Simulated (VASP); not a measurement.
# CdSe (F-43m) in VASP: a series of runs, part 2 of 2

VASP 6.6.1. The steps go on from the part before.

### Step 5. Single point, PBE

This run uses another cell than the first one, of 28.94 Å³/atom, 0.933 times its volume.

Contents of INCAR:

```
PREC = Accurate
ENCUT = 520
EDIFF = 1E-6
ISMEAR = -1
SIGMA = 0.04
LREAL = F
LASPH = T
NELM = 80
ALGO = Normal
ISIF = 2
LWAVE = F
LCHARG = T
GGA = PE
LELF = T
LVHAR = T
NBANDS = 16
```

Contents of KPOINTS:

```
Automatic mesh
0
Gamma
  3 3 3
```

Contents of POSCAR:

```
CdSe
1.0
    0.0000000000      3.0702711986      3.0702711986
    3.0702711986      0.0000000000      3.0702711986
    3.0702711986      3.0702711986      0.0000000000
Cd Se
1 1
Direct
    0.0000000000      0.0000000000      0.0000000000
    0.2500000000      0.2500000000      0.2500000000
```

Potentials or basis: VASP PAW PBE potentials, release 64 (Cd, Se).

Command:

```sh
> cat potpaw_PBE.64/Cd/POTCAR potpaw_PBE.64/Se/POTCAR > POTCAR
> mpirun -np 1 vasp_std > vasp.out
```

OUTCAR:

```text
PREC = Accurate
   ENCUT = 520
   EDIFF = 1E-6
   ISMEAR = -1
   LREAL = F
   LASPH = T
   NELM = 80
   ISIF = 2
   GGA = PE

 ion  position               nearest neighbor table
   1  0.000  0.000  0.000-   2 2.66   2 2.66   2 2.66   2 2.66
   2  0.250  0.250  0.250-   1 2.66   1 2.66   1 2.66   1 2.66

  LATTYP: Found a face centered cubic cell.
 ALAT       =     6.1405423972

  Lattice vectors:

 A1 = (   0.0000000000,   3.0702711986,   3.0702711986)
 A2 = (   3.0702711986,   0.0000000000,   3.0702711986)
 A3 = (   3.0702711986,   3.0702711986,   0.0000000000)

Analysis of symmetry for initial positions (statically):
=====================================================================
 Subroutine PRICEL returns:
 Original cell was already a primitive cell.

 Routine SETGRP: Setting up the symmetry group for a
 face centered cubic supercell.

 Subroutine GETGRP returns: Found 24 space group operations
 (whereof 24 operations were pure point group operations)
 out of a pool of 48 trial point group operations.

The static configuration has the point symmetry T_d .

Analysis of symmetry for dynamics (positions and initial velocities):
=====================================================================
 Subroutine PRICEL returns:
 Original cell was already a primitive cell.

 Routine SETGRP: Setting up the symmetry group for a
 face centered cubic supercell.

 Subroutine GETGRP returns: Found 24 space group operations
 (whereof 24 operations were pure point group operations)
 out of a pool of 48 trial point group operations.

The dynamic configuration has the point symmetry T_d .

 Subroutine INISYM returns: Found 24 space group operations
 (whereof 24 operations are pure point group operations),
 and found     1 'primitive' translations

----------------------------------------------------------------------------------------

                                     Primitive cell

  volume of cell :      57.8842

  direct lattice vectors                    reciprocal lattice vectors
     0.000000000  3.070271199  3.070271199    -0.162852063  0.162852063  0.162852063
     3.070271199  0.000000000  3.070271199     0.162852063 -0.162852063  0.162852063
     3.070271199  3.070271199  0.000000000     0.162852063  0.162852063 -0.162852063

  length of vectors
     4.342019169  4.342019169  4.342019169     0.282068048  0.282068048  0.282068048

  position of ions in fractional coordinates (direct lattice)
     0.000000000  0.000000000  0.000000000
     0.250000000  0.250000000  0.250000000

  ion indices of the primitive-cell ions
   primitive index   ion index
                 1           1
                 2           2

----------------------------------------------------------------------------------------

 KPOINTS: Automatic mesh

Automatic generation of k-mesh.
 Grid dimensions read from file:
 generate k-points for:    3    3    3

 Generating k-lattice:

  Cartesian coordinates                     Fractional coordinates (reciprocal lattice)
    -0.054284021  0.054284021  0.054284021     0.333333333  0.000000000  0.000000000
     0.054284021 -0.054284021  0.054284021     0.000000000  0.333333333  0.000000000
     0.054284021  0.054284021 -0.054284021     0.000000000  0.000000000  0.333333333

  Length of vectors
     0.094022683  0.094022683  0.094022683

  Shift w.r.t. Gamma in fractional coordinates (k-lattice)
     0.000000000  0.000000000  0.000000000

 Subroutine IBZKPT returns following result:
 ===========================================

 Found      4 irreducible k-points:

 Following reciprocal coordinates:
            Coordinates               Weight
  0.000000  0.000000  0.000000      1.000000
  0.333333  0.000000  0.000000      8.000000
  0.333333  0.333333  0.000000      6.000000
 -0.333333  0.333333  0.000000     12.000000
   k-points           NKPTS =      4   k-points in BZ     NKDIM =      4   number of bands    NBANDS=     16
   number of dos      NEDOS =    301   number of ions     NIONS =      2
   total plane-waves  NPLWV =  32768
   dimension x,y,z NGX =    32 NGY =   32 NGZ =   32
   dimension x,y,z NGXF=    64 NGYF=   64 NGZF=   64
   ions per type =               1   1
   NGX,Y,Z   is equivalent  to a cutoff of  12.25, 12.25, 12.25 a.u.
   NGXF,Y,Z  is equivalent  to a cutoff of  24.50, 24.50, 24.50 a.u.
 SYSTEM =  unknown system
   PREC   = accura    normal or accurate (medium, high low for compatibility)
   ISTART =      0    job   : 0-new  1-cont  2-samecut
   ICHARG =      2    charge: 1-file 2-atom 10-const
   ISPIN  =      1    spin polarized calculation?
   LNONCOLLINEAR =      F non collinear calculations
   LSORBIT =      F    spin-orbit coupling
   LASPH  =      T    aspherical Exc in radial PAW
   ENCUT  =  520.0 eV  38.22 Ry    6.18 a.u.   8.07  8.07  8.07*2*pi/ulx,y,z
   NELM   =     80;   NELMIN=  2; NELMDL= -5     # of ELM steps
   EDIFF  = 0.1E-05   stopping-criterion for ELM
   LREAL  =      F    real-space projection
   EDIFFG = 0.1E-04   stopping-criterion for IOM
   NSW    =      0    number of steps for IOM
   IBRION =     -1    ionic relax: 0-MD 1-quasi-New 2-CG
   NFREE  =      0    steps in history (QN), initial steepest desc. (CG)
   ISIF   =      2    stress and relaxation
   ISYM   =      2    0-nonsym 1-usesym 2-fastsym
   POTIM  = 0.5000    time-step for ionic-motion
   TEBEG  =    0.0;   TEEND  =   0.0 temperature during run
   PSTRESS=    0.0 pullay stress
   NELECT =      18.0000    total number of electrons
   NUPDOWN=      -1.0000    fix difference up-down
   EMIN   =  10.00;   EMAX   =-10.00  energy-range for DOS
   EFERMI =   0.00;   METHOD = LEGACY
   ISMEAR =    -1;   SIGMA  =   0.04  broadening in eV -4-tet -1-fermi 0-gaus
   EFERMI_NEDOS =   21; number of points for ismear=-14 and -15
   IALGO  =     38    algorithm
   IMIX   =      4    mixing-type and parameters
     AMIX     =   0.40;   BMIX     =  1.00
     AMIX_MAG =   1.60;   BMIX_MAG =  1.00
  volume/ion in A,a.u.               =      28.94       195.31
  Fermi-wavevector in a.u.,A,eV,Ry     =   1.109121  2.095935 16.737199  1.230149
  Thomas-Fermi vector in A             =   2.245657
   LORBIT       =      0    0 simple, 1 ext, 2 COOP (PROOUT), +10 PAW based schemes
   GGA     = PE    functional components
   LHFCALC =     F    Hartree Fock is set to
   AEXX    =    0.0000 exact exchange contribution
   IVDW    =     0    specifies the selected vdW correction
   LEPSILON=     F    determine dielectric tensor
   LRPA    =     F    only Hartree local field effects (RPA)
 non-spin polarized calculation
  energy-cutoff  :      520.00
  volume of cell :       57.88
 maximum number of plane-waves:      1580
   NGX = 17   NGY = 17   NGZ = 17

 number of electron      18.0000008 magnetization

 Free energy of the ion-electron system (eV)
  ---------------------------------------------------
  ext. energy  EPLUGINS =         0.00000000
  ---------------------------------------------------
  free energy    TOTEN  =        -5.28961495 eV

  energy without entropy =       -5.28947404  energy(sigma->0) =       -5.28954449

 E-fermi :   1.0819     XC(G=0):  -8.7161

 val. band max:        0.8090753907   @ k =   0.0000   0.0000   0.0000
 cond. band min:       1.3106783168   @ k =   0.0000   0.0000   0.0000
 fundamental gap:      0.5016029261
 Fermi energy:         1.0818928632

 k-point     1 :       0.0000    0.0000    0.0000
  band No.  band energies     occupation
      1     -11.6091      2.00000
      2      -7.1272      2.00000
      3      -7.1272      2.00000
      4      -7.1272      2.00000
      5      -6.7914      2.00000
      6      -6.7914      2.00000
[... 8 lines left out ...]
     15      11.7903      0.00000
     16      11.7903      0.00000

 k-point     2 :       0.3333    0.0000    0.0000
  band No.  band energies     occupation
      1     -11.3465      2.00000
      2      -7.0574      2.00000
      3      -7.0574      2.00000
      4      -6.7819      2.00000
      5      -6.7819      2.00000
      6      -6.7595      2.00000
[... 8 lines left out ...]
     15      11.2652      0.00000
     16      11.2652      0.00000

 k-point     3 :       0.3333    0.3333    0.0000
  band No.  band energies     occupation
      1     -11.2623      2.00000
      2      -6.9557      2.00000
      3      -6.9557      2.00000
      4      -6.9387      2.00000
      5      -6.7513      2.00000
      6      -6.6844      2.00000
[... 8 lines left out ...]
     15      12.6555      0.00000
     16      14.7509      0.00000

 k-point     4 :      -0.3333    0.3333    0.0000
  band No.  band energies     occupation
      1     -11.1761      2.00000
      2      -6.9942      2.00000
      3      -6.9534      2.00000
      4      -6.8241      2.00000
      5      -6.7782      2.00000
      6      -6.3829      2.00000
[... 8 lines left out ...]
     15      11.5098      0.00000
     16      14.7345      0.00000

------------------------ aborting loop because EDIFF is reached ----------------------------------------

  FORCE on cell =-STRESS in cart. coord.  units (eV):
  Direction    XX          YY          ZZ          XY          YZ          ZX
  --------------------------------------------------------------------------------------
  -------------------------------------------------------------------------------------
  Total        0.8441065      0.8441065      0.8441065     -0.0000000      0.0000000      0.0000000
  in kB       23.3640229     23.3640229     23.3640229     -0.0000000      0.0000000      0.0000000
  external PRESSURE =      23.3640229 kB  Pullay stress =       0.0000000 kB

 VOLUME and BASIS-vectors are now :
 -----------------------------------------------------------------------------
  energy-cutoff  :      520.00
  volume of cell :       57.88
      direct lattice vectors                 reciprocal lattice vectors
     0.000000000  3.070271199  3.070271199    -0.162852063  0.162852063  0.162852063
     3.070271199  0.000000000  3.070271199     0.162852063 -0.162852063  0.162852063
     3.070271199  3.070271199  0.000000000     0.162852063  0.162852063 -0.162852063

 POSITION                                       TOTAL-FORCE (eV/Angst)
 -----------------------------------------------------------------------------------
      0.00000      0.00000      0.00000         0.000000      0.000000      0.000000
      1.53514      1.53514      1.53514        -0.000000     -0.000000     -0.000000
 -----------------------------------------------------------------------------------
    total drift:                               -0.000001     -0.000001     -0.000000

  FREE ENERGIE OF THE ION-ELECTRON SYSTEM (eV)
  ---------------------------------------------------
  free  energy   TOTEN  =        -5.2896149480 eV

  energy  without entropy=       -5.2894740415  energy(sigma->0) =       -5.28954449
```

OSZICAR:

```text
N       E                     dE             d eps       ncg     rms          rms(c)
DAV:   1     0.106577250191E+03    0.10658E+03   -0.92715E+03   128   0.103E+03
DAV:   2    -0.157514374578E+01   -0.10815E+03   -0.10379E+03   152   0.244E+02
DAV:   3    -0.570986715505E+01   -0.41347E+01   -0.41304E+01   152   0.506E+01
DAV:   4    -0.572869163706E+01   -0.18824E-01   -0.18824E-01   144   0.336E+00
DAV:   5    -0.572880257268E+01   -0.11094E-03   -0.11094E-03   168   0.230E-01    0.601E+00
DAV:   6    -0.531521847789E+01    0.41358E+00   -0.60701E-01   176   0.899E+00    0.487E+00
DAV:   7    -0.528699839360E+01    0.28220E-01   -0.18254E-01   152   0.278E+00    0.209E+00
DAV:   8    -0.528899673052E+01   -0.19983E-02   -0.16347E-02   144   0.153E+00    0.278E-01
DAV:   9    -0.528941542867E+01   -0.41870E-03   -0.16293E-03   136   0.507E-01    0.533E-02
DAV:  10    -0.528954077183E+01   -0.12534E-03   -0.19290E-04   152   0.165E-01    0.500E-02
DAV:  11    -0.528961571212E+01   -0.74940E-04   -0.11542E-04   144   0.665E-02    0.165E-02
DAV:  12    -0.528961494798E+01    0.76414E-06   -0.34107E-06   144   0.217E-02
   1 F= -.52896149E+01 E0= -.52895445E+01  d E =-.140907E-03
```

It took 6.6 s on 1 thread of Intel Xeon 6975P-C (Granite Rapids), shared host; peak memory 0.17 GiB.

Results:

* Free energy: -5.2896 eV
* Pressure: 2.3 GPa
* Band gap on the k mesh: 0.50 eV, direct

Caveat: the k points lie up to 0.59 Å⁻¹ apart.

### Step 6. The runs side by side

```csv
task,level,spin,cell,k mesh,cutoff (eV),smearing,gap on the mesh (eV),pressure (GPa)
single point,RPBE,off,"a = 4.444 Å, angles 60.0°, 2 atoms",8 × 8 × 8,520,fermi-dirac 0.05 eV,0.58,0.2
relaxation of cell and atoms,RPBE,off,"relaxed from a = 4.342 Å, angles 60.0°, 2 atoms",8 × 8 × 8,600,fermi-dirac 0.05 eV,0.57,0.0
single point,PBE,"non-collinear, zero start, SOC","a = 4.342 Å, angles 60.0°, 2 atoms",6 × 6 × 6,520,fermi-dirac 0.05 eV,-,1.6
single point,PBE,off,"a = 4.342 Å, angles 60.0°, 2 atoms",3 × 3 × 3,520,fermi-dirac 0.04 eV,0.50,2.3
```

Alike in all rows: potentials or basis VASP PAW PBE potentials, release 64 (Cd, Se).

Caveats: some runs use coarse meshes; the PAW data sets were made with another functional, which shifts forces and pressure a little (some runs).

Absolute energies hang on the potentials; compare differences alone.
